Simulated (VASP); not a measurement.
# BN (P-1) in VASP: a series of runs, part 2 of 3

VASP 6.6.1. Earlier steps stand in the parts before.

## (3) Electric field gradients, PBEsol (equal xy, yz and zx shear strains of +1 %)

INCAR reads:

```
PREC = Accurate ; ENCUT = 520
EDIFF = 1E-8 ; ISMEAR = -1
SIGMA = 0.03 ; LREAL = False
LASPH = True ; NELM = 60
ALGO = Normal ; ISIF = 2
LWAVE = False ; LCHARG = False
GGA = PS ; LEFG = True
NBANDS = 16
```

KPOINTS reads:

```
Automatic mesh
0
Gamma
  11 11 4
```

POSCAR reads:

```
BN
1.0
    2.5039917043      0.0125199585      0.0125199585
   -1.2411532501      2.1622604475      0.0045826229
    0.0333060000      0.0333060000      6.6612000000
B N
2 2
Direct
    0.3333333333      0.6666666667      0.2500000000
    0.6666666667      0.3333333333      0.7500000000
    0.3333333333      0.6666666667      0.7500000000
    0.6666666667      0.3333333333      0.2500000000
```

Potentials or basis: VASP PAW PBE potentials, release 64 (B, N).

Launch:

```
$ cat potpaw_PBE.64/B/POTCAR potpaw_PBE.64/N/POTCAR > POTCAR
$ mpirun -np 1 vasp_std > vasp.out
```

OUTCAR:

```text
PREC = Accurate
   ENCUT = 520
   EDIFF = 1E-8
   ISMEAR = -1
   LREAL = False
   LASPH = True
   NELM = 60
   ISIF = 2
   GGA = PS

 ion  position               nearest neighbor table
   1  0.333  0.667  0.250-   4 1.44   4 1.45   4 1.45
   2  0.667  0.333  0.750-   3 1.44   3 1.45   3 1.45
   3  0.333  0.667  0.750-   2 1.44   2 1.45   2 1.45
   4  0.667  0.333  0.250-   1 1.44   1 1.45   1 1.45

  LATTYP: Found a triclinic cell.
 ALAT       =     2.5040543033
 B/A-ratio  =     0.9956498026
 C/A-ratio  =     3.1585897451
 COS(alpha) =     0.0003432631
 COS(beta)  =     0.4692011604
 COS(gamma) =     0.4934652005

  Lattice vectors:

 A1 = (   2.5039917043,   0.0125199585,   0.0125199585)
 A2 = (   1.2411532501,  -2.1622604475,  -0.0045826229)
 A3 = (   3.7335241585,   2.1539943645,  -6.6315774601)

Analysis of symmetry for initial positions (statically):
[... 659 lines left out ...]

 POSITION                                       TOTAL-FORCE (eV/Angst)
 -----------------------------------------------------------------------------------
      0.01555      1.45401      1.67253        -0.130828      0.003118     -0.000740
      1.28059      0.75408      5.00577         0.130828     -0.003118      0.000740
      0.03221      1.47066      5.00313        -0.132275      0.003129     -0.000594
      1.26394      0.73743      1.67517         0.132275     -0.003129      0.000594
 -----------------------------------------------------------------------------------
    total drift:                                0.000000     -0.000000     -0.000000

  FREE ENERGIE OF THE ION-ELECTRON SYSTEM (eV)
  ---------------------------------------------------
  free  energy   TOTEN  =       -36.5616068667 eV

  energy  without entropy=      -36.5616068667  energy(sigma->0) =      -36.56160687

 Electric field gradients (V/A^2)
---------------------------------------------------------------------
 ion       V_xx      V_yy      V_zz      V_xy      V_xz      V_yz
---------------------------------------------------------------------
   1     -17.333   -17.326    34.659     0.434    -0.257    -0.257
   2     -17.333   -17.326    34.659     0.434    -0.257    -0.257
   3      -2.077    -2.087     4.164     1.842     0.018     0.019
   4      -2.077    -2.087     4.164     1.842     0.018     0.019
---------------------------------------------------------------------

 Electric field gradients after diagonalization (V/A^2)
 (convention: |V_zz| > |V_xx| > |V_yy|)
----------------------------------------------------------------------
 ion       V_xx      V_yy      V_zz     asymmetry (V_yy - V_xx)/ V_zz
----------------------------------------------------------------------
   1     -17.764   -16.898    34.661       0.025
   2     -17.764   -16.898    34.661       0.025
   3      -3.924    -0.240     4.164       0.885
   4      -3.924    -0.240     4.164       0.885
----------------------------------------------------------------------

           NMR quadrupolar parameters

 Cq : quadrupolar parameter    Cq=e*Q*V_zz/h
 eta: asymmetry parameters     (V_yy - V_xx)/ V_zz
 Q  : nuclear electric quadrupole moment in mb (millibarn)
----------------------------------------------------------------------
 ion       Cq(MHz)       eta       Q (mb)
----------------------------------------------------------------------
   1       0.084       0.025       1.000
   2       0.084       0.025       1.000
   3       0.010       0.885       1.000
   4       0.010       0.885       1.000
----------------------------------------------------------------------
```

Run time: 58 s. Hardware: 1 thread of Intel Xeon 6975P-C (Granite Rapids), shared host; peak memory 0.23 GiB.

What came out:

```
Free energy                             : -36.5616 eV
Pressure                                : 0.8 GPa
Largest force                           : 0.132 eV/Å
Band gap on the k mesh                  : 4.19 eV (least direct gap 4.59 eV)
Largest electric field gradient by atom : B +34.7; N +4.2 V/Å²
```

Forces on the atoms (eV/Å):
```
B   -0.131  0.003 -0.001
B    0.131 -0.003  0.001
N   -0.132  0.003 -0.001
N    0.132 -0.003  0.001
```

Electric field gradients, principal values (V/Å²):
| atom | least | middle | greatest (by size) |
| --- | --- | --- | --- |
| 1 B | -16.898 | -17.764 | 34.661 |
| 2 B | -16.898 | -17.764 | 34.661 |
| 3 N | -0.240 | -3.924 | 4.164 |
| 4 N | -0.240 | -3.924 | 4.164 |

Caveat: the cell differs from its parent crystal (equal xy, yz and zx shear strains of +1 %); without QUAD_EFG the Cq values of the log hold for a quadrupole moment of 1 mb, not for the nuclei; the PAW data sets were made with another functional, which shifts forces and pressure a little. A k mesh can miss the band edges.

## (4) Electric field gradients, PBEsol (equal xy, yz and zx shear strains of +1 %)

INCAR reads:

```
SYSTEM = BN
  ALGO = Normal
  EDIFF = 1E-8
  ENCUT = 520
  GGA = PS
  ISIF = 2
  ISMEAR = -1
  LASPH = .True.
  LCHARG = .False.
  LEFG = .True.
  LREAL = .False.
  LWAVE = .False.
  NBANDS = 16
  NELM = 60
  PREC = Accurate
  SIGMA = 0.03
```

KPOINTS reads:

```
k-points
0
Gamma
  11 11 4
  0 0 0
```

POSCAR is that of step 3.

Potentials or basis: VASP PAW PBE potentials, release 64 (B, N).

Launch:

```
$ cat potpaw_PBE.64/B/POTCAR potpaw_PBE.64/N/POTCAR > POTCAR
$ mpirun -np 1 vasp_std > vasp.out
```

OUTCAR:

```text
SYSTEM = BN
   EDIFF = 1E-8
   ENCUT = 520
   GGA = PS
   ISIF = 2
   ISMEAR = -1
   LASPH = .True.
   LREAL = .False.
   NELM = 60
   PREC = Accurate

 ion  position               nearest neighbor table
   1  0.333  0.667  0.250-   4 1.44   4 1.45   4 1.45
   2  0.667  0.333  0.750-   3 1.44   3 1.45   3 1.45
   3  0.333  0.667  0.750-   2 1.44   2 1.45   2 1.45
   4  0.667  0.333  0.250-   1 1.44   1 1.45   1 1.45

  LATTYP: Found a triclinic cell.
 ALAT       =     2.5040543033
 B/A-ratio  =     0.9956498026
 C/A-ratio  =     3.1585897451
 COS(alpha) =     0.0003432631
 COS(beta)  =     0.4692011604
 COS(gamma) =     0.4934652005

  Lattice vectors:

 A1 = (   2.5039917043,   0.0125199585,   0.0125199585)
 A2 = (   1.2411532501,  -2.1622604475,  -0.0045826229)
 A3 = (   3.7335241585,   2.1539943645,  -6.6315774601)

Analysis of symmetry for initial positions (statically):
=====================================================================
 Subroutine PRICEL returns:
 Original cell was already a primitive cell.

 Routine SETGRP: Setting up the symmetry group for a
 triclinic supercell.

 Subroutine GETGRP returns: Found  2 space group operations
 (whereof  2 operations were pure point group operations)
 out of a pool of  2 trial point group operations.

The static configuration has the point symmetry S_2 .

Analysis of symmetry for dynamics (positions and initial velocities):
=====================================================================
 Subroutine PRICEL returns:
 Original cell was already a primitive cell.

 Routine SETGRP: Setting up the symmetry group for a
 triclinic supercell.

 Subroutine GETGRP returns: Found  2 space group operations
 (whereof  2 operations were pure point group operations)
 out of a pool of  2 trial point group operations.

The dynamic configuration has the point symmetry S_2 .

 Subroutine INISYM returns: Found  2 space group operations
 (whereof  2 operations are pure point group operations),
 and found     1 'primitive' translations

----------------------------------------------------------------------------------------

                                     Primitive cell

  volume of cell :      36.1673

  direct lattice vectors                    reciprocal lattice vectors
     2.503991704  0.012519958  0.012519958     0.398235034  0.228596453 -0.003134157
    -1.241153250  2.162260448  0.004582623    -0.002294362  0.461166859 -0.002294362
     0.033306000  0.033306000  6.661200000    -0.000746918 -0.000746918  0.150130570

  length of vectors
     2.504054303  2.493161173  6.661366528     0.459192012  0.461178274  0.150134286

  position of ions in fractional coordinates (direct lattice)
     0.333333333  0.666666667  0.250000000
     0.666666667  0.333333333  0.750000000
     0.333333333  0.666666667  0.750000000
     0.666666667  0.333333333  0.250000000

  ion indices of the primitive-cell ions
   primitive index   ion index
                 1           1
[... 90 lines left out ...]
   ISMEAR =    -1;   SIGMA  =   0.03  broadening in eV -4-tet -1-fermi 0-gaus
   EFERMI_NEDOS =   21; number of points for ismear=-14 and -15
   IALGO  =     38    algorithm
   IMIX   =      4    mixing-type and parameters
     AMIX     =   0.40;   BMIX     =  1.00
     AMIX_MAG =   1.60;   BMIX_MAG =  1.00
  volume/ion in A,a.u.               =       9.04        61.02
  Fermi-wavevector in a.u.,A,eV,Ry     =   1.247410  2.357264 21.171110  1.556033
  Thomas-Fermi vector in A             =   2.381544
   LORBIT       =      0    0 simple, 1 ext, 2 COOP (PROOUT), +10 PAW based schemes
   GGA     = PS    functional components
   LHFCALC =     F    Hartree Fock is set to
   AEXX    =    0.0000 exact exchange contribution
   IVDW    =     0    specifies the selected vdW correction
   LEPSILON=     F    determine dielectric tensor
   LRPA    =     F    only Hartree local field effects (RPA)
 non-spin polarized calculation
  energy-cutoff  :      520.00
  volume of cell :       36.17
 maximum number of plane-waves:       993
   NGX =  9   NGY =  9   NGZ = 25

 number of electron      15.9999998 magnetization

 Free energy of the ion-electron system (eV)
  ---------------------------------------------------
  ext. energy  EPLUGINS =         0.00000000
  ---------------------------------------------------
  free energy    TOTEN  =       -36.56160687 eV

  energy without entropy =      -36.56160687  energy(sigma->0) =      -36.56160687

 E-fermi :   2.8804     XC(G=0): -10.2826

 val. band max:        2.1977824593   @ k =   0.3636   0.3636   0.0000
 cond. band min:       6.3899509275   @ k =   0.4545   0.0909   0.0000
 fundamental gap:      4.1921684682
 Fermi energy:         2.8803561846

 k-point     1 :       0.0000    0.0000    0.0000
  band No.  band energies     occupation
      1     -15.5926      2.00000
      2     -15.2957      2.00000
      3      -4.1147      2.00000
      4      -1.9664      2.00000
      5       0.8353      2.00000
      6       0.8722      2.00000
[... 433 lines left out ...]
      3      -5.2252      2.00000
      4      -5.1647      2.00000
      5      -2.9829      2.00000
      6      -2.9172      2.00000
[... 8 lines left out ...]
     15      16.5511      0.00000
     16      18.7002      0.00000

 [... further k-points ...]

------------------------ aborting loop because EDIFF is reached ----------------------------------------

  FORCE on cell =-STRESS in cart. coord.  units (eV):
  Direction    XX          YY          ZZ          XY          YZ          ZX
  --------------------------------------------------------------------------------------
  -------------------------------------------------------------------------------------
  Total        0.1781349      0.1772674      0.1576506     -0.8443227     -0.0139204     -0.0139865
  in kB        7.8912010      7.8527733      6.9837680    -37.4026713     -0.6166608     -0.6195868
  external PRESSURE =       7.5759141 kB  Pullay stress =       0.0000000 kB

 VOLUME and BASIS-vectors are now :
 -----------------------------------------------------------------------------
  energy-cutoff  :      520.00
  volume of cell :       36.17
      direct lattice vectors                 reciprocal lattice vectors
     2.503991704  0.012519958  0.012519958     0.398235034  0.228596453 -0.003134157
    -1.241153250  2.162260448  0.004582623    -0.002294362  0.461166859 -0.002294362
     0.033306000  0.033306000  6.661200000    -0.000746918 -0.000746918  0.150130570

 POSITION                                       TOTAL-FORCE (eV/Angst)
 -----------------------------------------------------------------------------------
      0.01555      1.45401      1.67253        -0.130828      0.003118     -0.000740
      1.28059      0.75408      5.00577         0.130828     -0.003118      0.000740
      0.03221      1.47066      5.00313        -0.132275      0.003129     -0.000594
      1.26394      0.73743      1.67517         0.132275     -0.003129      0.000594
 -----------------------------------------------------------------------------------
    total drift:                                0.000000     -0.000000     -0.000000

  FREE ENERGIE OF THE ION-ELECTRON SYSTEM (eV)
  ---------------------------------------------------
  free  energy   TOTEN  =       -36.5616068667 eV

  energy  without entropy=      -36.5616068667  energy(sigma->0) =      -36.56160687

 Electric field gradients (V/A^2)
---------------------------------------------------------------------
 ion       V_xx      V_yy      V_zz      V_xy      V_xz      V_yz
---------------------------------------------------------------------
   1     -17.333   -17.326    34.659     0.434    -0.257    -0.257
   2     -17.333   -17.326    34.659     0.434    -0.257    -0.257
   3      -2.077    -2.087     4.164     1.842     0.018     0.019
   4      -2.077    -2.087     4.164     1.842     0.018     0.019
---------------------------------------------------------------------

 Electric field gradients after diagonalization (V/A^2)
 (convention: |V_zz| > |V_xx| > |V_yy|)
----------------------------------------------------------------------
 ion       V_xx      V_yy      V_zz     asymmetry (V_yy - V_xx)/ V_zz
----------------------------------------------------------------------
   1     -17.764   -16.898    34.661       0.025
   2     -17.764   -16.898    34.661       0.025
   3      -3.924    -0.240     4.164       0.885
   4      -3.924    -0.240     4.164       0.885
----------------------------------------------------------------------

           NMR quadrupolar parameters

 Cq : quadrupolar parameter    Cq=e*Q*V_zz/h
 eta: asymmetry parameters     (V_yy - V_xx)/ V_zz
 Q  : nuclear electric quadrupole moment in mb (millibarn)
----------------------------------------------------------------------
 ion       Cq(MHz)       eta       Q (mb)
----------------------------------------------------------------------
   1       0.084       0.025       1.000
   2       0.084       0.025       1.000
   3       0.010       0.885       1.000
   4       0.010       0.885       1.000
----------------------------------------------------------------------
```

Wall time 62 s (1 thread of Intel Xeon 6975P-C (Granite Rapids), shared host); peak memory 0.23 GiB.

Results:

* Free energy: -36.5616 eV
* Pressure: 0.8 GPa
* Largest force: 0.132 eV/Å
* Band gap on the k mesh: 4.19 eV (least direct gap 4.59 eV)
* Largest electric field gradient by atom: B +34.7; N +4.2 V/Å²

Forces in eV/Å, atoms in the order of the input:
```
B   -0.131  0.003 -0.001
B    0.131 -0.003  0.001
N   -0.132  0.003 -0.001
N    0.132 -0.003  0.001
```

Electric field gradients, principal values (V/Å²):
```tsv
atom	least	middle	greatest (by size)
1 B	-16.898	-17.764	34.661
2 B	-16.898	-17.764	34.661
3 N	-0.240	-3.924	4.164
4 N	-0.240	-3.924	4.164
```

Caveat: the cell differs from its parent crystal (equal xy, yz and zx shear strains of +1 %); without QUAD_EFG the Cq values of the log hold for a quadrupole moment of 1 mb, not for the nuclei; the PAW data sets were made with another functional, which shifts forces and pressure a little.

(Part 2 of 3 ends here.)
